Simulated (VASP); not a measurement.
# InOsC4N4 (P-43m) in VASP: a series of runs

The runs below take InOsC4N4 through single point, with PBE.

Everything below comes from runs of VASP 6.6.1. Logs are shortened: lines on timing, memory, paths and dates and some standing lists are left out, and cuts for length are marked.

## (1) The cell of the first run

The structure is cubic, space group P-43m (No. 215). Conventional cell: a = 5.954 Å, b = 5.954 Å, c = 5.954 Å, α = 90.00°, β = 90.00°, γ = 90.00°. In (site symmetry -43m) has 4 C at 2.00 Å within 2.7 Å. Within 2.6 Å of Os (site symmetry -43m) lie 4 N at 1.98 Å. C (site symmetry 3m) has 1 N at 1.17 Å within 1.6 Å. N (site symmetry 3m) has 1 C at 1.17 Å within 1.6 Å.

## (2) Single point, PBE, collinear spin

The input, INCAR:

```
PREC = Accurate
ENCUT = 520
EDIFF = 1E-7
ISMEAR = 0
SIGMA = 0.1
LREAL = False
LASPH = True
NELM = 150
ALGO = Normal
ISIF = 2
LWAVE = False
LCHARG = False
ISPIN = 2
MAGMOM = 0 1 0 0 0 0 0 0 0 0
LORBIT = 11
LMAXMIX = 4
GGA = PE
NBANDS = 44
```

The input, KPOINTS:

```
regular mesh
0
Gamma
  4 4 4
```

The input, POSCAR:

```
InOsC4N4
1.0
    5.9536359800      0.0000000000      0.0000000000
    0.0000000000      5.9536359800      0.0000000000
    0.0000000000      0.0000000000      5.9536359800
In Os C N
1 1 4 4
Direct
    0.0000000000      0.0000000000      0.0000000000
    0.5000000000      0.5000000000      0.5000000000
    0.1940457700      0.1940457700      0.1940457700
    0.1940457700      0.8059542300      0.8059542300
    0.8059542300      0.1940457700      0.8059542300
    0.8059542300      0.8059542300      0.1940457700
    0.3075058200      0.3075058200      0.3075058200
    0.3075058200      0.6924941800      0.6924941800
    0.6924941800      0.3075058200      0.6924941800
    0.6924941800      0.6924941800      0.3075058200
```

Potentials or basis: VASP PAW PBE potentials, release 64 (In_d, Os, C, N).

Run with:

```sh
$ cat potpaw_PBE.64/In_d/POTCAR potpaw_PBE.64/Os/POTCAR potpaw_PBE.64/C/POTCAR potpaw_PBE.64/N/POTCAR > POTCAR
$ mpirun -np 1 vasp_std > vasp.out
```

OUTCAR:

```text
PREC = Accurate
   ENCUT = 520
   EDIFF = 1E-7
   ISMEAR = 0
   LREAL = False
   LASPH = True
   NELM = 150
   ISIF = 2
   ISPIN = 2
   LORBIT = 11
   GGA = PE

 ion  position               nearest neighbor table
   1  0.000  0.000  0.000-   3 2.00   4 2.00   5 2.00   6 2.00
   2  0.500  0.500  0.500-   7 1.98   8 1.98   9 1.98  10 1.98
   3  0.194  0.194  0.194-   7 1.17   1 2.00
   4  0.194  0.806  0.806-   8 1.17   1 2.00
   5  0.806  0.194  0.806-   9 1.17   1 2.00
   6  0.806  0.806  0.194-  10 1.17   1 2.00
   7  0.308  0.308  0.308-   3 1.17   2 1.98
   8  0.308  0.692  0.692-   4 1.17   2 1.98
   9  0.692  0.308  0.692-   5 1.17   2 1.98
  10  0.692  0.692  0.308-   6 1.17   2 1.98

  LATTYP: Found a simple cubic cell.
 ALAT       =     5.9536359800

  Lattice vectors:

 A1 = (   5.9536359800,   0.0000000000,   0.0000000000)
 A2 = (   0.0000000000,   5.9536359800,   0.0000000000)
 A3 = (   0.0000000000,   0.0000000000,   5.9536359800)

Analysis of symmetry for initial positions (statically):
=====================================================================
 Subroutine PRICEL returns:
 Original cell was already a primitive cell.

 Routine SETGRP: Setting up the symmetry group for a
 simple cubic supercell.

 Subroutine GETGRP returns: Found 24 space group operations
 (whereof 24 operations were pure point group operations)
 out of a pool of 48 trial point group operations.

The static configuration has the point symmetry T_d .

Analysis of symmetry for dynamics (positions and initial velocities):
=====================================================================
 Subroutine PRICEL returns:
 Original cell was already a primitive cell.

 Routine SETGRP: Setting up the symmetry group for a
 simple cubic supercell.

 Subroutine GETGRP returns: Found 24 space group operations
 (whereof 24 operations were pure point group operations)
 out of a pool of 48 trial point group operations.

The dynamic configuration has the point symmetry T_d .

Analysis of structural, dynamic, and magnetic symmetry:
=====================================================================
 Subroutine PRICEL returns:
 Original cell was already a primitive cell.

 Routine SETGRP: Setting up the symmetry group for a
 simple cubic supercell.

 Subroutine GETGRP returns: Found 24 space group operations
 (whereof 24 operations were pure point group operations)
 out of a pool of 48 trial point group operations.

The overall configuration has the point symmetry T_d .

 Subroutine INISYM returns: Found 24 space group operations
 (whereof 24 operations are pure point group operations),
 and found     1 'primitive' translations

----------------------------------------------------------------------------------------

                                     Primitive cell

  volume of cell :     211.0313

  direct lattice vectors                    reciprocal lattice vectors
     5.953635980  0.000000000  0.000000000     0.167964586  0.000000000  0.000000000
     0.000000000  5.953635980  0.000000000     0.000000000  0.167964586  0.000000000
     0.000000000  0.000000000  5.953635980     0.000000000  0.000000000  0.167964586

  length of vectors
     5.953635980  5.953635980  5.953635980     0.167964586  0.167964586  0.167964586

  position of ions in fractional coordinates (direct lattice)
     0.000000000  0.000000000  0.000000000
     0.500000000  0.500000000  0.500000000
     0.194045770  0.194045770  0.194045770
     0.194045770  0.805954230  0.805954230
     0.805954230  0.194045770  0.805954230
     0.805954230  0.805954230  0.194045770
     0.307505820  0.307505820  0.307505820
     0.307505820  0.692494180  0.692494180
     0.692494180  0.307505820  0.692494180
     0.692494180  0.692494180  0.307505820

  ion indices of the primitive-cell ions
   primitive index   ion index
                 1           1
                 2           2
                 3           3
                 4           4
                 5           5
                 6           6
                 7           7
                 8           8
                 9           9
                10          10

----------------------------------------------------------------------------------------

 KPOINTS: regular mesh

Automatic generation of k-mesh.
 Grid dimensions read from file:
 generate k-points for:    4    4    4

 Generating k-lattice:

  Cartesian coordinates                     Fractional coordinates (reciprocal lattice)
     0.041991146  0.000000000  0.000000000     0.250000000  0.000000000  0.000000000
     0.000000000  0.041991146  0.000000000     0.000000000  0.250000000  0.000000000
     0.000000000  0.000000000  0.041991146     0.000000000  0.000000000  0.250000000

  Length of vectors
     0.041991146  0.041991146  0.041991146

  Shift w.r.t. Gamma in fractional coordinates (k-lattice)
     0.000000000  0.000000000  0.000000000

 Subroutine IBZKPT returns following result:
 ===========================================

 Found     10 irreducible k-points:

 Following reciprocal coordinates:
            Coordinates               Weight
  0.000000  0.000000  0.000000      1.000000
  0.250000  0.000000  0.000000      6.000000
  0.500000  0.000000  0.000000      3.000000
  0.250000  0.250000  0.000000     12.000000
  0.500000  0.250000  0.000000     12.000000
  0.500000  0.500000  0.000000      3.000000
  0.250000  0.250000  0.250000      8.000000
  0.500000  0.250000  0.250000     12.000000
  0.500000  0.500000  0.250000      6.000000
  0.500000  0.500000  0.500000      1.000000
   k-points           NKPTS =     10   k-points in BZ     NKDIM =     10   number of bands    NBANDS=     44
   number of dos      NEDOS =    301   number of ions     NIONS =     10
   total plane-waves  NPLWV = 110592
   dimension x,y,z NGX =    48 NGY =   48 NGZ =   48
   dimension x,y,z NGXF=    96 NGYF=   96 NGZF=   96
   ions per type =               1   1   4   4
   NGX,Y,Z   is equivalent  to a cutoff of  13.40, 13.40, 13.40 a.u.
   NGXF,Y,Z  is equivalent  to a cutoff of  26.81, 26.81, 26.81 a.u.
 SYSTEM =  unknown system
   PREC   = accura    normal or accurate (medium, high low for compatibility)
   ISTART =      0    job   : 0-new  1-cont  2-samecut
   ICHARG =      2    charge: 1-file 2-atom 10-const
   ISPIN  =      2    spin polarized calculation?
   LNONCOLLINEAR =      F non collinear calculations
   LSORBIT =      F    spin-orbit coupling
   LASPH  =      T    aspherical Exc in radial PAW
   ENCUT  =  520.0 eV  38.22 Ry    6.18 a.u.  11.07 11.07 11.07*2*pi/ulx,y,z
   NELM   =    150;   NELMIN=  2; NELMDL= -5     # of ELM steps
   EDIFF  = 0.1E-06   stopping-criterion for ELM
   LREAL  =      F    real-space projection
   EDIFFG = 0.1E-05   stopping-criterion for IOM
   NSW    =      0    number of steps for IOM
   IBRION =     -1    ionic relax: 0-MD 1-quasi-New 2-CG
   NFREE  =      0    steps in history (QN), initial steepest desc. (CG)
   ISIF   =      2    stress and relaxation
   ISYM   =      2    0-nonsym 1-usesym 2-fastsym
   POTIM  = 0.5000    time-step for ionic-motion
   TEBEG  =    0.0;   TEEND  =   0.0 temperature during run
   PSTRESS=    0.0 pullay stress
   NELECT =      57.0000    total number of electrons
   NUPDOWN=      -1.0000    fix difference up-down
   EMIN   =  10.00;   EMAX   =-10.00  energy-range for DOS
   EFERMI =   0.00;   METHOD = LEGACY
   ISMEAR =     0;   SIGMA  =   0.10  broadening in eV -4-tet -1-fermi 0-gaus
   EFERMI_NEDOS =   21; number of points for ismear=-14 and -15
   IALGO  =     38    algorithm
   IMIX   =      4    mixing-type and parameters
     AMIX     =   0.40;   BMIX     =  1.00
     AMIX_MAG =   1.60;   BMIX_MAG =  1.00
  volume/ion in A,a.u.               =      21.10       142.41
  Fermi-wavevector in a.u.,A,eV,Ry     =   1.058240  1.999784 15.236782  1.119872
  Thomas-Fermi vector in A             =   2.193542
   LORBIT       =     11    0 simple, 1 ext, 2 COOP (PROOUT), +10 PAW based schemes
   GGA     = PE    functional components
   LHFCALC =     F    Hartree Fock is set to
   AEXX    =    0.0000 exact exchange contribution
   IVDW    =     0    specifies the selected vdW correction
   LEPSILON=     F    determine dielectric tensor
   LRPA    =     F    only Hartree local field effects (RPA)
 spin polarized calculation
 Gauss-broadening in eV      SIGMA  =   0.10
  energy-cutoff  :      520.00
  volume of cell :      211.03
 maximum number of plane-waves:      5712
 NGX is ok and might be reduce to    48
   NGX = 23   NGY = 23   NGZ = 23

 number of electron      57.0000006 magnetization       2.9998070

 Free energy of the ion-electron system (eV)
  ---------------------------------------------------
  ext. energy  EPLUGINS =         0.00000000
  ---------------------------------------------------
  free energy    TOTEN  =       -75.35278481 eV

  energy without entropy =      -75.35274899  energy(sigma->0) =      -75.35276690

 E-fermi :   0.9991     XC(G=0):  -7.3747

 val. band max:        0.7737662379   @ k =   0.5000   0.5000   0.0000
 cond. band min:       1.2072111861   @ k =   0.0000   0.0000   0.0000
 fundamental gap:      0.4334449483
 Fermi energy:         0.9990605669

 spin component 1

 k-point     1 :       0.0000    0.0000    0.0000
  band No.  band energies     occupation
      1     -18.2407      1.00000
      2     -18.1087      1.00000
      3     -18.1087      1.00000
      4     -18.1087      1.00000
      5     -14.7363      1.00000
      6     -14.7363      1.00000
[... 32 lines left out ...]
     39       4.4975      0.00000
[... 386 lines left out ...]
     39       5.6625      0.00000
     40       6.9133      0.00000
 Fermi energy:         0.9990605669

 spin component 2

 k-point     1 :       0.0000    0.0000    0.0000
  band No.  band energies     occupation
      1     -18.1472      1.00000
      2     -18.0185      1.00000
      3     -18.0185      1.00000
      4     -18.0185      1.00000
      5     -14.7198      1.00000
      6     -14.7198      1.00000
[... 32 lines left out ...]
     39       4.7461      0.00000
[... 386 lines left out ...]
     39       6.2144      0.00000
     40       7.0331      0.00000
 [bands above 40 left out]

------------------------ aborting loop because EDIFF is reached ----------------------------------------

  FORCE on cell =-STRESS in cart. coord.  units (eV):
  Direction    XX          YY          ZZ          XY          YZ          ZX
  --------------------------------------------------------------------------------------
  -------------------------------------------------------------------------------------
  Total        8.5987188      8.5987188      8.5987188      0.0000000      0.0000000     -0.0000000
  in kB       65.2826078     65.2826078     65.2826078      0.0000000      0.0000000     -0.0000000
  external PRESSURE =      65.2826078 kB  Pullay stress =       0.0000000 kB

 VOLUME and BASIS-vectors are now :
 -----------------------------------------------------------------------------
  energy-cutoff  :      520.00
  volume of cell :      211.03
      direct lattice vectors                 reciprocal lattice vectors
     5.953635980  0.000000000  0.000000000     0.167964586  0.000000000  0.000000000
     0.000000000  5.953635980  0.000000000     0.000000000  0.167964586  0.000000000
     0.000000000  0.000000000  5.953635980     0.000000000  0.000000000  0.167964586

 POSITION                                       TOTAL-FORCE (eV/Angst)
 -----------------------------------------------------------------------------------
      0.00000      0.00000      0.00000         0.000000     -0.000000      0.000000
      2.97682      2.97682      2.97682         0.000000      0.000000      0.000000
      1.15528      1.15528      1.15528         0.950787      0.950787      0.950787
      1.15528      4.79836      4.79836         0.950787     -0.950787     -0.950787
      4.79836      1.15528      4.79836        -0.950787      0.950787     -0.950787
      4.79836      4.79836      1.15528        -0.950787     -0.950787      0.950787
      1.83078      1.83078      1.83078         0.610122      0.610122      0.610122
      1.83078      4.12286      4.12286         0.610122     -0.610122     -0.610122
      4.12286      1.83078      4.12286        -0.610122      0.610122     -0.610122
      4.12286      4.12286      1.83078        -0.610122     -0.610122      0.610122
 -----------------------------------------------------------------------------------
    total drift:                                0.000000      0.000000      0.000000

  FREE ENERGIE OF THE ION-ELECTRON SYSTEM (eV)
  ---------------------------------------------------
  free  energy   TOTEN  =       -75.3527848105 eV

  energy  without entropy=      -75.3527489936  energy(sigma->0) =      -75.35276690

 total charge

# of ion       s       p       d       tot
------------------------------------------
    1        0.797   1.185  10.029  12.011
    2        0.517   0.727   6.034   7.278
    3        0.942   1.702   0.000   2.644
    4        0.942   1.702   0.000   2.644
    5        0.942   1.702   0.000   2.644
    6        0.942   1.702   0.000   2.644
    7        1.292   2.587   0.000   3.879
    8        1.292   2.587   0.000   3.879
    9        1.292   2.587   0.000   3.879
   10        1.292   2.587   0.000   3.879
--------------------------------------------------
tot         10.252  19.066  16.062  45.381

 magnetization (x)

# of ion       s       p       d       tot
------------------------------------------
    1       -0.004  -0.005   0.020   0.012
    2        0.019   0.205   1.531   1.756
    3        0.012   0.104   0.000   0.116
    4        0.012   0.104   0.000   0.116
    5        0.012   0.104   0.000   0.116
    6        0.012   0.104   0.000   0.116
    7        0.007  -0.015   0.000  -0.008
    8        0.007  -0.015   0.000  -0.008
    9        0.007  -0.015   0.000  -0.008
   10        0.007  -0.015   0.000  -0.008
--------------------------------------------------
tot          0.090   0.557   1.551   2.198
```

It took 3.6 min on 1 thread of Intel Xeon Platinum 8488C (Sapphire Rapids), shared host; peak memory 0.49 GiB.

Results:

```
Free energy                                           : -75.3528 eV
Pressure                                              : 6.5 GPa
Largest force                                         : 1.647 eV/Å
Band gap on the k mesh                                : 0.43 eV (least direct gap 0.85 eV)
Net moment                                            : 3.00 μB per cell
Site moments                                          : In +0.01; Os +1.76; C +0.12; N -0.01 μB
Valence electrons inside the program's atomic spheres : In 12.01; Os 7.28; C 2.64; N 3.88
```

Forces on the atoms (eV/Å):
```
In   0.000  0.000  0.000
Os   0.000  0.000  0.000
C    0.951  0.951  0.951
C    0.951 -0.951 -0.951
C   -0.951  0.951 -0.951
C   -0.951 -0.951  0.951
N    0.610  0.610  0.610
N    0.610 -0.610 -0.610
N   -0.610  0.610 -0.610
N   -0.610 -0.610  0.610
```

Caveat: the cell stands under pressure; spin-orbit coupling is left out, which moves the levels of the heavy elements; forces of over 1 eV/Å act on the atoms, so gaps and moduli don't describe the material at rest.

## (3) Single point, PBE, collinear spin

This run uses another cell than the first one, of 23.01 Å³/atom.

The input, INCAR:

```
PREC     = Accurate       # precision mode
ENCUT    = 520            # plane-wave cutoff, eV
EDIFF    = 1E-7           # SCF threshold, eV
ISMEAR   = 0              # smearing method
SIGMA    = 0.1            # smearing width, eV
LREAL    = F              # projectors in reciprocal space
LASPH    = T              # aspherical terms in the spheres
NELM     = 150            # most SCF steps
ALGO     = Normal         # electronic algorithm
ISIF     = 2              # what is computed and relaxed
LWAVE    = F              # write WAVECAR
LCHARG   = T              # write CHGCAR
ISPIN    = 2              # spin polarisation
MAGMOM   = 0 1 0 0 0 0 0 0 0 0 # initial moments
LORBIT   = 11             # projections on sites
LMAXMIX  = 4              # l up to which the mixer works
GGA      = PE             # functional
LELF     = T              # ELF
LVHAR    = T            
NBANDS   = 44             # bands
```

KPOINTS is that of step 2.

The input, POSCAR:

```
InOsC4N4
1.0
    6.1281015540      0.0000000000      0.0000000000
    0.0000000000      6.1281015540      0.0000000000
    0.0000000000      0.0000000000      6.1281015540
In Os C N
1 1 4 4
Direct
    0.0000000000      0.0000000000      0.0000000000
    0.5000000000      0.5000000000      0.5000000000
    0.2031842634      0.2031842634      0.2031842634
    0.2031842634      0.7968157366      0.7968157366
    0.7968157366      0.2031842634      0.7968157366
    0.7968157366      0.7968157366      0.2031842634
    0.3141486386      0.3141486386      0.3141486386
    0.3141486386      0.6858513614      0.6858513614
    0.6858513614      0.3141486386      0.6858513614
    0.6858513614      0.6858513614      0.3141486386
```

Potentials or basis: VASP PAW PBE potentials, release 64 (In_d, Os, C, N).

Run with:

```sh
$ cat potpaw_PBE.64/In_d/POTCAR potpaw_PBE.64/Os/POTCAR potpaw_PBE.64/C/POTCAR potpaw_PBE.64/N/POTCAR > POTCAR
$ mpirun -np 1 vasp_std > vasp.out
```

Wall time 5.6 min (1 thread of Intel Xeon Platinum 8488C (Sapphire Rapids), shared host); peak memory 0.49 GiB.

It converged, with:

| Item | Value |
| --- | --- |
| Free energy | -76.1236 eV |
| Pressure | 0.5 GPa |
| Largest force | 0.286 eV/Å |
| Band gap on the k mesh | 0.46 eV (least direct gap 0.82 eV) |
| Net moment | 3.00 μB per cell |
| Site moments | In +0.01; Os +1.72; C +0.12; N -0.01 μB |
| Valence electrons inside the program's atomic spheres | In 11.53; Os 7.33; C 2.58; N 3.87 |

Forces on the atoms (eV/Å):
```
In   0.000  0.000  0.000
Os   0.000  0.000  0.000
C   -0.165 -0.165 -0.165
C   -0.165  0.165  0.165
C    0.165 -0.165  0.165
C    0.165  0.165 -0.165
N    0.092  0.092  0.092
N    0.092 -0.092 -0.092
N   -0.092  0.092 -0.092
N   -0.092 -0.092  0.092
```

Levels at points of the mesh, in eV from the valence-band top:
Spin up:
```
           k point  band 28  band 29  band 30  band 31  band 32  band 33
(0.00, 0.00, 0.00)    -0.52    -0.52    -0.52     2.94     3.14     3.14
(0.50, 0.00, 0.00)    -0.24    -0.10    -0.10     2.29     2.29     2.70
(0.50, 0.50, 0.00)    -0.27     0.00     0.00     2.20     2.20     2.89
(0.50, 0.50, 0.50)    -0.30    -0.30    -0.30     2.92     2.92     2.92
```
Spin down:
```
           k point  band 24  band 25  band 26  band 27  band 28  band 29  band 30  band 31
(0.00, 0.00, 0.00)    -4.67    -4.67    -0.80    -0.80     0.46     0.46     0.46     3.13
(0.50, 0.00, 0.00)    -4.58    -4.58    -0.82    -0.61     0.88     0.97     0.97     2.58
(0.50, 0.50, 0.00)    -4.58    -4.58    -0.78    -0.62     0.82     1.16     1.16     2.38
(0.50, 0.50, 0.50)    -4.58    -4.58    -0.70    -0.70     0.75     0.75     0.75     3.38
```

Caveat: spin-orbit coupling is left out, which moves the levels of the heavy elements. A k mesh can miss the band edges.
